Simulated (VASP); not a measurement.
Runs of VASP 6.6.1 on La2O3. The structure is that of space group P6/mmm (No. 191), or close to it. The cells are those of the table. 

```csv
cell,gap on the mesh (eV),pressure (GPa),largest force (eV/Å)
"a = 6.288, b = 6.288, c = 3.311 Å, angles 90.0, 90.0, 120.0°, 5 atoms",(a),0.0,0.06
"a = 6.349, b = 6.349, c = 3.343 Å, angles 90.0, 90.0, 120.0°, 5 atoms",2.08,(c),0.07
"a = 6.225, b = 6.225, c = 3.278 Å, angles 90.0, 90.0, 120.0°, 5 atoms",(b),3.2,0.04
"a = 6.161, b = 6.161, c = 3.244 Å, angles 90.0, 90.0, 120.0°, 5 atoms",1.59,7.0,0.02
```

Alike in all rows: task single point; level r2SCAN; potentials or basis VASP PAW PBE potentials, release 64 (La, O); no spin polarisation; k mesh 6 × 6 × 6; cutoff (eV) 520; smearing gaussian 0.01 eV.

Question: Estimate the missing entries.

Answer: (a) 1.94; (b) 1.77; (c) -2.7.

Caveats: the PAW data sets were made with another functional, which shifts forces and pressure a little; spin-orbit coupling is left out, which moves the levels of the heavy elements; the cell stands under pressure (at least some runs).

A k mesh can miss the band edges, and the runs leave out spin-orbit coupling on La.
